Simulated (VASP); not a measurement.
# SiO2 (P4_2/mnm) in VASP: vibrations by perturbation theory with PBE

Aim: the vibrations by perturbation theory of SiO2 with PBE.

All numbers are computed with VASP 6.6.1; they aren't measurements. Logs are shortened: lines on timing, memory, paths and dates and some standing lists are left out, and cuts for length are marked.

## Step 1: The cell of the first run

The structure is tetragonal, space group P4_2/mnm (No. 136). The conventional cell has a = 4.236 Å, b = 4.236 Å, c = 2.690 Å, α = 90.00°, β = 90.00°, γ = 90.00°. Si (site symmetry mmm) has 6 O at 1.77 to 1.84 Å within 2.4 Å. O (site symmetry m2m) has 3 Si at 1.77 to 1.84 Å and 1 O at 2.31 Å within 2.4 Å.

## Step 2: Vibrations by perturbation theory, PBE

INCAR

```
  ALGO = Normal
  EDIFF = 1E-8
  ENCUT = 520
  GGA = PE
  IBRION = 8
  ISIF = 2
  ISMEAR = 0
  LASPH = True
  LCHARG = False
  LEPSILON = True
  LREAL = False
  LWAVE = False
  NBANDS = 25
  NELM = 60
  NSW = 1
  PREC = Accurate
  SIGMA = 0.01
```

KPOINTS

```
k-points
0
Gamma
  6 6 8
```

POSCAR

```
SiO2
1.0
    4.2361884946      0.0000000000      0.0000000000
    0.0000000000      4.2361884946      0.0000000000
    0.0000000000      0.0000000000      2.6904405519
Si O
2 4
Direct
    0.0000000000      0.0000000000      0.5000000000
    0.5000000000      0.5000000000      0.0000000000
    0.3069841186      0.3069841186      0.5000000000
    0.1930158814      0.8069841186      0.0000000000
    0.6930158814      0.6930158814      0.5000000000
    0.8069841186      0.1930158814      0.0000000000
```

Potentials or basis: VASP PAW PBE potentials, release 64 (Si, O).

Started as:

```
> cat potpaw_PBE.64/Si/POTCAR potpaw_PBE.64/O/POTCAR > POTCAR
> mpirun -np 1 vasp_std > vasp.out
```

OUTCAR:

```text
EDIFF = 1E-8
   ENCUT = 520
   GGA = PE
   IBRION = 8
   ISIF = 2
   ISMEAR = 0
   LASPH = True
   LEPSILON = True
   LREAL = False
   NELM = 60
   NSW = 1
   PREC = Accurate

 ion  position               nearest neighbor table
   1  0.000  0.000  0.500-   4 1.77   6 1.77   4 1.77   6 1.77   5 1.84   3 1.84
   2  0.500  0.500  0.000-   3 1.77   5 1.77   3 1.77   5 1.77   4 1.84   6 1.84
   3  0.307  0.307  0.500-   2 1.77   2 1.77   1 1.84
   4  0.193  0.807  0.000-   1 1.77   1 1.77   2 1.84
   5  0.693  0.693  0.500-   2 1.77   2 1.77   1 1.84
   6  0.807  0.193  0.000-   1 1.77   1 1.77   2 1.84

  LATTYP: Found a simple tetragonal cell.
 ALAT       =     4.2361884946
 C/A-ratio  =     0.6351087907

  Lattice vectors:

 A1 = (   4.2361884946,   0.0000000000,   0.0000000000)
 A2 = (   0.0000000000,   4.2361884946,   0.0000000000)
 A3 = (   0.0000000000,   0.0000000000,   2.6904405519)

Analysis of symmetry for initial positions (statically):
=====================================================================
 Subroutine PRICEL returns:
 Original cell was already a primitive cell.

 Routine SETGRP: Setting up the symmetry group for a
[... 1009 lines left out ...]
  1Z     0.000000    0.000000  -21.849745    0.000000    0.000000   -0.220924    0.000000    0.000000    1.361262    0.000000    0.000000    9.674073    0.000000    0.000000    1.361262    0.000000    0.000000    9.674073
  2X    14.604802    0.010486    0.000000  -29.020458   -9.438351    0.000000    7.400211    4.673875    0.000000   -0.192384    0.040058    0.000000    7.400211    4.673875    0.000000   -0.192384    0.040058    0.000000
  2Y     0.010486   14.604802    0.000000   -9.438351  -29.020458    0.000000    4.673875    7.400211    0.000000    0.040058   -0.192384    0.000000    4.673875    7.400211    0.000000    0.040058   -0.192384    0.000000
  2Z     0.000000    0.000000   -0.220924    0.000000    0.000000  -21.849745    0.000000    0.000000    9.674073    0.000000    0.000000    1.361262    0.000000    0.000000    9.674073    0.000000    0.000000    1.361262
  3X    -0.187778   -0.044873    0.000000    7.398555    4.683041    0.000000  -20.691710   -9.390685    0.000000    0.134298    0.170351    0.000000    4.631790    4.752827    0.000000    8.714845   -0.170662    0.000000
  3Y    -0.044873   -0.187778    0.000000    4.683041    7.398555    0.000000   -9.390685  -20.691710    0.000000   -0.170662    8.714845    0.000000    4.752827    4.631790    0.000000    0.170351    0.134298    0.000000
  3Z     0.000000    0.000000    1.348489    0.000000    0.000000    9.666876    0.000000    0.000000  -18.742206    0.000000    0.000000    3.972499    0.000000    0.000000   -0.218156    0.000000    0.000000    3.972499
  4X     7.398555   -4.683041    0.000000   -0.187778    0.044873    0.000000    0.134298   -0.170351    0.000000  -20.691710    9.390685    0.000000    8.714845    0.170662    0.000000    4.631790   -4.752827    0.000000
  4Y    -4.683041    7.398555    0.000000    0.044873   -0.187778    0.000000    0.170662    8.714845    0.000000    9.390685  -20.691710    0.000000   -0.170351    0.134298    0.000000   -4.752827    4.631790    0.000000
  4Z     0.000000    0.000000    9.666876    0.000000    0.000000    1.348489    0.000000    0.000000    3.972499    0.000000    0.000000  -18.742206    0.000000    0.000000    3.972499    0.000000    0.000000   -0.218156
  5X    -0.187778   -0.044873    0.000000    7.398555    4.683041    0.000000    4.631790    4.752827    0.000000    8.714845   -0.170662    0.000000  -20.691710   -9.390685    0.000000    0.134298    0.170351    0.000000
  5Y    -0.044873   -0.187778    0.000000    4.683041    7.398555    0.000000    4.752827    4.631790    0.000000    0.170351    0.134298    0.000000   -9.390685  -20.691710    0.000000   -0.170662    8.714845    0.000000
  5Z     0.000000    0.000000    1.348489    0.000000    0.000000    9.666876    0.000000    0.000000   -0.218156    0.000000    0.000000    3.972499    0.000000    0.000000  -18.742206    0.000000    0.000000    3.972499
  6X     7.398555   -4.683041    0.000000   -0.187778    0.044873    0.000000    8.714845    0.170662    0.000000    4.631790   -4.752827    0.000000    0.134298   -0.170351    0.000000  -20.691710    9.390685    0.000000
  6Y    -4.683041    7.398555    0.000000    0.044873   -0.187778    0.000000   -0.170351    0.134298    0.000000   -4.752827    4.631790    0.000000    0.170662    8.714845    0.000000    9.390685  -20.691710    0.000000
  6Z     0.000000    0.000000    9.666876    0.000000    0.000000    1.348489    0.000000    0.000000    3.972499    0.000000    0.000000   -0.218156    0.000000    0.000000    3.972499    0.000000    0.000000  -18.742206

 Eigenvectors and eigenvalues of the dynamical matrix
 ----------------------------------------------------

   1 f  =   27.187053 THz   170.821294 2PiTHz  906.862486 cm-1   112.436568 meV
             X         Y         Z           dx          dy          dz
      0.000000  0.000000  1.345220     0.000000   -0.000000    0.000000
      2.118094  2.118094  0.000000    -0.000000    0.000000   -0.000000
      1.300443  1.300443  1.345220    -0.353553   -0.353553   -0.000000
      0.817652  3.418537  0.000000    -0.353553    0.353553    0.000000
      2.935746  2.935746  1.345220     0.353553    0.353553   -0.000000
      3.418537  0.817652  0.000000     0.353553   -0.353553    0.000000
[... 145 lines left out ...]
  18 f/i=    0.008576 THz     0.053887 2PiTHz    0.286077 cm-1     0.035469 meV
             X         Y         Z           dx          dy          dz
      0.000000  0.000000  1.345220     0.000000    0.000000   -0.483203
      2.118094  2.118094  0.000000     0.000000    0.000000   -0.483203
      1.300443  1.300443  1.345220     0.000000    0.000000   -0.365044
      0.817652  3.418537  0.000000     0.000000    0.000000   -0.365044
      2.935746  2.935746  1.345220     0.000000    0.000000   -0.365044
      3.418537  0.817652  0.000000     0.000000    0.000000   -0.365044

--------------------------------------------------------------------------------------------------------

 MACROSCOPIC STATIC DIELECTRIC TENSOR IONIC CONTRIBUTION
 ------------------------------------------------------
           9.363916     0.000000     0.000000
           0.000000     9.363916    -0.000000
           0.000000    -0.000000     5.615911
 ------------------------------------------------------

 ELASTIC MODULI CONTR FROM IONIC RELAXATION (kBar)
 Direction    XX          YY          ZZ          XY          YZ          ZX
 --------------------------------------------------------------------------------
 XX        -959.5854      9.1662     -3.1345     -0.0000     -0.0000      0.0000
 YY           9.1662   -959.5854     -3.1345      0.0000      0.0000     -0.0000
 ZZ          -3.1345     -3.1345     -0.0207     -0.0000      0.0000      0.0000
 XY          -0.0000      0.0000     -0.0000    -39.5276     -0.0000     -0.0000
 YZ          -0.0000      0.0000      0.0000     -0.0000    -31.9611      0.0000
 ZX           0.0000     -0.0000      0.0000     -0.0000      0.0000    -48.1009
 --------------------------------------------------------------------------------

 PIEZOELECTRIC TENSOR IONIC CONTR  for field in x, y, z        (C/m^2)
          XX          YY          ZZ          XY          YZ          ZX
  --------------------------------------------------------------------------------
  x    -0.00000    -0.00000    -0.00000    -0.00000    -0.00000    -0.00000
  y     0.00000    -0.00000    -0.00000     0.00000     0.00000     0.00000
  z    -0.00000    -0.00000    -0.00000    -0.00000    -0.00000    -0.00000
```

Wall time 18 min (1 thread of Intel Xeon Platinum 8259CL at 2.50GHz (Skylake/Cascade Lake), shared host); peak memory 0.53 GiB.

Results:

```yaml
Electronic_dielectric_tensor_diagonal: 3.41, 3.41, 3.58
Born_charges_mean_of_the_diagonal: Si +3.90; O -1.95 e
Highest_phonon_frequency_at_Γ_LO-TO_splitting_left_out: 907 cm⁻¹
```

Phonon frequencies in cm⁻¹ (negative: imaginary):
```
              q point                                                        frequencies
(0.000, 0.000, 0.000)  0 0 0 224 372 430 430 534 534 561 561 574 633 721 727 799 799 907
```

Electronic dielectric tensor:
```
3.41 0.00 0.00
0.00 3.41 0.00
0.00 0.00 3.58
```

Born effective charge tensors (e):
atom 1, Si
```
3.82 0.41 0.00
0.41 3.82 0.00
0.00 0.00 4.07
```
atom 2, Si
```
 3.82 -0.41  0.00
-0.41  3.82  0.00
 0.00  0.00  4.07
```
atom 3, O
```
-1.91 -0.59  0.00
-0.59 -1.91  0.00
 0.00  0.00 -2.03
```
atom 4, O
```
-1.91  0.59  0.00
 0.59 -1.91  0.00
 0.00  0.00 -2.03
```
atom 5, O
```
-1.91 -0.59  0.00
-0.59 -1.91  0.00
 0.00  0.00 -2.03
```
atom 6, O
```
-1.91  0.59  0.00
 0.59 -1.91  0.00
 0.00  0.00 -2.03
```
